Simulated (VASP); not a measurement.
A run of VASP 6.6.1 is set up as follows.

The input INCAR:

```
SYSTEM = NaH
PREC = Accurate
ENCUT = 520
EDIFF = 1E-8
ISMEAR = -1
SIGMA = 0.03
LREAL = .False.
LASPH = .True.
NELM = 100
ALGO = Normal
ISIF = 2
LWAVE = .False.
LCHARG = .False.
GGA = PE
LEFG = .True.
NBANDS = 11
```

File KPOINTS:

```
regular mesh
0
Gamma
  9 9 9
  0 0 0
```

The input POSCAR:

```
NaH
1.0
    0.0000000000      2.4400000000      2.4400000000
    2.4400000000      0.0000000000      2.4400000000
    2.4400000000      2.4400000000      0.0000000000
Na H
1 1
Direct
    0.0000000000      0.0000000000      0.0000000000
    0.5000000000      0.5000000000      0.5144897541
```

Potentials or basis: VASP PAW PBE potentials, release 64 (Na_pv, H).

The run is started by

```bash
$ cat potpaw_PBE.64/Na_pv/POTCAR potpaw_PBE.64/H/POTCAR > POTCAR
$ mpirun -np 1 vasp_std > vasp.out
```

(1) Estimate the band gap on the k mesh.

(2) Estimate the pressure.

(3) Predict the largest force.

## Answers

(1) 4.01 eV, indirect (least direct gap 4.70 eV).

(2) -0.7 GPa.

(3) 0.039 eV/Å.

Caveat: the cell differs from its parent crystal (atom 2 (H) moved by [0.035355, 0.035355, 0.0] A); without QUAD_EFG the Cq values of the log hold for a quadrupole moment of 1 mb, not for the nuclei.
